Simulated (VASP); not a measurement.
Input of a VASP 6.6.1 run:

File INCAR:

```
PREC = Accurate
ENCUT = 520
EDIFF = 1E-6
ISMEAR = 0
SIGMA = 0.02
LREAL = Auto
LASPH = T
NELM = 100
ALGO = Normal
ISIF = 2
LWAVE = F
LCHARG = F
GGA = PE
NELECT = 66.0
NBANDS = 48
```

The input KPOINTS:

```
regular mesh
0
Gamma
  2 2 2
```

File POSCAR:

```
LiSi16
1.0
    0.0000000000      5.4300000000      5.4300000000
    5.4300000000      0.0000000000      5.4300000000
    5.4300000000      5.4300000000      0.0000000000
Si Li
16 1
Direct
   -0.0006435543     -0.0015056169     -0.0050564457
    0.1335566298      0.1327800184      0.1006918048
    0.0098910681      0.0091783610      0.4715805709
    0.1197929098      0.1191562615      0.6192050645
   -0.0006460405      0.5069998158     -0.0051132597
    0.1193127072      0.6249898711      0.1304370166
   -0.0131395028      0.5046150092      0.5038045120
    0.1198092081      0.6417627993      0.6191688766
    0.5077712707     -0.0015073665     -0.0050259669
    0.6258324125      0.1185705341      0.1303580110
    0.5053155617     -0.0138735727      0.5037805709
    0.6423980663      0.1191490792      0.6192170350
    0.4921354512      0.4913656538      0.0249372928
    0.6258500000      0.6249864641      0.1304162983
    0.5052753223      0.5046300184      0.5038005525
    0.6162217311      0.6154596685      0.6526609576
    0.2895782689      0.2890779006      0.6322473297
```

Potentials or basis: VASP PAW PBE potentials, release 64 (Si, Li_sv).

Launch:

```sh
$ cat potpaw_PBE.64/Si/POTCAR potpaw_PBE.64/Li_sv/POTCAR > POTCAR
$ mpirun -np 1 vasp_std > vasp.out
```

Task: Predict the largest force.

Result: 0.704 eV/Å.

Forces on the atoms (eV/Å):
```
Si  -0.025 -0.028  0.012
Si  -0.010 -0.009  0.007
Si  -0.011 -0.018  0.019
Si  -0.039 -0.032  0.021
Si  -0.011 -0.025  0.025
Si  -0.027 -0.014  0.029
Si  -0.042 -0.015  0.039
Si  -0.023 -0.033  0.035
Si  -0.027 -0.013  0.030
Si  -0.015 -0.024  0.023
Si  -0.007 -0.042  0.044
Si  -0.037 -0.023  0.031
Si  -0.027 -0.030  0.027
Si  -0.025 -0.028  0.015
Si  -0.044 -0.039  0.012
Si  -0.033 -0.037  0.037
Li   0.402  0.410 -0.407
```

Caveat: the k points lie up to 0.50 Å⁻¹ apart; the cell carries a net charge on a neutralising background, which shifts energy and pressure.
